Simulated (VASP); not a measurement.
A run of VASP 6.6.1:

INCAR

```
SYSTEM = Te2Mo
PREC = Accurate
ENCUT = 520
EDIFF = 1E-6
ISMEAR = 0
SIGMA = 0.1
LREAL = .False.
LASPH = .True.
NELM = 100
ALGO = Normal
ISIF = 2
LWAVE = .False.
LCHARG = .False.
GGA = PE
NBANDS = 35
```

KPOINTS

```
regular mesh
0
Gamma
  6 6 1
  0 0 0
```

File POSCAR:

```
Te2Mo
1.0
    3.5603917200      0.0000000000      0.0000000000
   -1.7801958600      3.0833896800      0.0000000000
    0.0000000000      0.0000000000     24.8112621300
Te Mo
4 2
Direct
    0.3333333300      0.6666666700      0.0793711400
    0.6666666700      0.3333333300      0.7763605100
    0.6666666700      0.3333333300      0.9206288600
    0.3333333300      0.6666666700      0.2236394900
    0.3333333300      0.6666666700      0.8484585300
    0.6666666700      0.3333333300      0.1515414700
```

Potentials or basis: VASP PAW PBE potentials, release 64 (Te, Mo_sv).

Launch:

```console
$ cat potpaw_PBE.64/Te/POTCAR potpaw_PBE.64/Mo_sv/POTCAR > POTCAR
$ mpirun -np 1 vasp_std > vasp.out
```

Hardware: 1 thread of Intel(R) Xeon(R) 6975P-C (Granite Rapids), with other jobs on the host.

Question: How long does it take, and how much memory?

Answer: It took 73 s on 1 thread of Intel(R) Xeon(R) 6975P-C (Granite Rapids), on a shared host, peak memory 0.38 GiB. Counts: scf iterations 22, k points 7.
